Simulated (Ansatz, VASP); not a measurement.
Two plane-wave programs on AlN

```xyz
4
Lattice="3.3121 0.0000 0.0000 -1.6561 2.8684 0.0000 0.0000 0.0000 4.1876" Properties=species:S:1:pos:R:3 pbc="T T T"
Al   -0.0541    1.8810    3.1407
Al    1.6019    0.9249    1.0469
N     0.0000    1.9123    1.0469
N     1.6561    0.9561    3.1407
```

Change from the starting cell: all Al atoms moved +0.062 Å, as atom 1 towards its neighbour atom 4 (N) at 1.912 Å.

Alike in both runs: task single point; functional PBEsol; k mesh 12 × 12 × 6; occupations gaussian, width 0.05 eV; no spin polarisation.

|  | VASP | Ansatz |
| --- | --- | --- |
| version | VASP 6.6.1 | Ansatz 0.2.0 |
| potentials or method | VASP PAW PBE potentials, release 64 (Al, N), cutoff 520 eV | scalar-relativistic, plane waves, PAW |
| valence electrons in the cell | 16 | 16 |

|  | VASP | Ansatz | Ansatz less VASP |
| --- | --- | --- | --- |
| gap on the k mesh at the Fermi level (eV) | 3.18 | 3.17 | -0.014 |
| least direct gap on the mesh (eV) | 3.18 | 3.17 | -0.014 |
| pressure (GPa) | -3.0 | -2.9 | +0.07 |
| traceless stress, the component that is largest in VASP (GPa) | -1.28 | -1.24 | +0.033 |
| rms of the force components (eV/Å) | 0.549 | 0.544 | -0.0055 |

VASP's potentials were made for PBE, not for PBEsol. Atom by atom the forces differ by 0.005 eV/Å (rms over components).
